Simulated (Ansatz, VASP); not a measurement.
One calculation of MgSi2N2, two programs

```
CELL_PARAMETERS angstrom
4.11150 0.00000 0.00000
-2.05575 3.56066 0.00000
0.00000 0.00000 4.43919
ATOMIC_POSITIONS crystal
Mg 0.00000 0.00000 0.00000
Si 0.33333 0.66667 0.34463
Si 0.66667 0.33333 0.65537
N 0.33333 0.66667 0.99835
N 0.66667 0.33333 0.00165
```

Alike in both runs: task single point; functional PBE; k mesh 6 × 6 × 4; occupations gaussian, width 0.1 eV; collinear spin.

|  | VASP | Ansatz |
| --- | --- | --- |
| version | VASP 6.6.1 | Ansatz 0.2.0 |
| potentials or method | VASP PAW PBE potentials, release 64 (Mg, Si, N), cutoff 520 eV | scalar-relativistic, plane waves, PAW |
| valence electrons in the cell | 20 | 28 |

|  | VASP | Ansatz | Ansatz less VASP |
| --- | --- | --- | --- |
| gap on the k mesh at the Fermi level (eV) | none | none | - |
| pressure (GPa) | 19.2 | 19.4 | +0.20 |
| traceless stress, the component that is largest in VASP (GPa) | 32.22 | 31.68 | -0.535 |
| rms of the force components (eV/Å) | 3.195 | 3.153 | -0.0418 |
| net moment per atom (μB) | 0.00 | 0.00 | 0.000 |

Atom by atom the forces differ by 0.045 eV/Å (rms over components). A gap of «none» marks a metal or a gap that the smearing closes. VASP's potentials hold 20 valence electrons a cell and Ansatz's 28, so a difference there can come from the potentials and not from the codes. Ansatz's warnings: seeded moment not kept.
